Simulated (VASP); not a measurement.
Crystal: NaCl.

```
Cl Na
1.0
     3.50219    0.00000    0.00000
     0.00000    3.50219    0.00000
     0.00000    0.00000    3.50219
Cl Na
1 1
Direct
  0.50000 0.50000 0.50000
  0.00000 0.00000 0.00000
```

```yaml
Program: VASP 6.6.1
Task: relaxation of cell and atoms
Functional: BLYP
Dispersion: D3(BJ)
Potentials_or_basis: VASP PAW PBE potentials, release 64 (Cl, Na_pv)
Cutoff: 600 eV
k_mesh: 8 × 8 × 8
Occupations: fermi-dirac, width 0.05 eV
Spin: no spin polarisation
```

At the start: pressure -2.5 GPa; volume 21.48 Å³/atom.

Question: How do energy, volume and symmetry change on relaxing?

Answer: Over 3 steps the energy falls by 15.9 meV/atom and the volume is 19.55 Å³/atom (-9.0 %); space group Pm-3m (No. 221, to 0.05 Å).

The path:
```csv
step,energy change (eV),largest force (eV/Å),pressure (GPa),volume (Å³)
1,0.0000,0.0000,-2.51,42.96
2,-0.0247,0.0000,-1.31,40.89
3,-0.0318,0.0000,0.07,39.10
```

Final structure:
```yaml
crystal:
  lattice:
    - [3.39397, 0.00000, 0.00000]
    - [0.00000, 3.39397, 0.00000]
    - [0.00000, 0.00000, 3.39397]
  atoms:
    - { symbol: Cl, position: [0.50000, 0.50000, 0.50000] }
    - { symbol: Na, position: [0.00000, 0.00000, 0.00000] }
```

Caveat: the PAW data sets were made with another functional, which shifts forces and pressure a little.
